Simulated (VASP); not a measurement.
Input of a VASP 6.6.1 run:

INCAR

```
SYSTEM = BaTiO3
ALGO = Normal ; EDIFF = 1E-6
ENCUT = 520 ; GGA = PS
ISIF = 2 ; ISMEAR = 0
LASPH = .True. ; LCHARG = .True.
LELF = .True. ; LREAL = .False.
LVHAR = .True. ; LWAVE = .False.
NBANDS = 28 ; NELM = 100
PREC = Accurate ; SIGMA = 0.02
```

KPOINTS

```
k-points
0
Gamma
  8 8 8
  0 0 0
```

POSCAR

```
BaTiO3
1.0
    4.0741531679      0.0000000000      0.0000000000
    0.0000000000      4.0741531679      0.0000000000
    0.0000000000      0.0000000000      3.9197279262
Ba Ti O
1 1 3
Direct
    0.5000000000      0.5000000000      0.5768251875
    0.0000000000      0.0000000000      0.0856002311
    0.0000000000      0.5000000000      0.0675449126
    0.5000000000      0.0000000000      0.0675449126
    0.0000000000      0.0000000000      0.5624817462
```

Potentials or basis: VASP PAW PBE potentials, release 64 (Ba_sv, Ti_sv, O).

The run is started by

```bash
$ cat potpaw_PBE.64/Ba_sv/POTCAR potpaw_PBE.64/Ti_sv/POTCAR potpaw_PBE.64/O/POTCAR > POTCAR
$ mpirun -np 1 vasp_std > vasp.out
```

Q: Estimate the largest force.

A: 0.037 eV/Å.

Q: What does it give for the pressure?

A: -3.8 GPa.

Q: What does it give for the band gap on the k mesh?

A: 1.65 eV, indirect (least direct gap 1.86 eV).

Stress tensor (GPa, compression positive):
```
-6.66  0.00  0.00
 0.00 -6.66  0.00
 0.00  0.00  1.91
```

Caveat: the PAW data sets were made with another functional, which shifts forces and pressure a little; spin-orbit coupling is left out, which moves the levels of the heavy elements. A k mesh can miss the band edges.
